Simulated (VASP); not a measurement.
KTaO3, 5 atoms in the cell. The structure is tetragonal, space group P4/mmm (No. 123). The conventional cell has a = 3.484 Å, b = 3.484 Å, c = 5.226 Å, α = 90.00°, β = 90.00°, γ = 90.00°. K (site symmetry 4/mmm) has 12 O at 2.46 to 3.14 Å within 3.3 Å. Ta (site symmetry 4/mmm) has 4 O at 1.74 Å within 2.3 Å. O (site symmetry mmm) has 2 Ta at 1.74 Å within 2.3 Å. Within 3.3 Å of O (site symmetry 4/mmm) lie 4 K at 2.46 Å and 2 Ta at 2.61 Å and 8 O at 3.14 Å.  This cell differs from its parent crystal: ratio of the length along z to the lengths across it x 1.5, volume and fractional coordinates fixed.

| Item | Value |
| --- | --- |
| Program | VASP 6.6.1 |
| Task | single point |
| Functional | PBE |
| Potentials or basis | VASP PAW PBE potentials, release 64 (K_sv, Ta_pv, O) |
| Cutoff | 520 eV |
| k mesh | 8 × 8 × 8 |
| Occupations | gaussian, width 0.05 eV |
| Spin | no spin polarisation |
| Dipole correction | no |
| Further INCAR settings | ALGO = Normal; EDIFF = 1e-06; NBANDS = 27 |

Potentials or basis: VASP PAW PBE potentials, release 64 (K_sv, Ta_pv, O).

The run is started by

```bash
$ cat potpaw_PBE.64/K_sv/POTCAR potpaw_PBE.64/Ta_pv/POTCAR potpaw_PBE.64/O/POTCAR > POTCAR
$ mpirun -np 1 vasp_std > vasp.out
```

Hardware: 1 thread of Intel(R) Xeon(R) Platinum 8488C (Sapphire Rapids) (shared host).

Task: How long does it take, and how much memory?

Result: Run time: 78 s on 1 thread of Intel(R) Xeon(R) Platinum 8488C (Sapphire Rapids) (shared host), peak memory 0.26 GiB. Counts: scf iterations 15, k points 75.
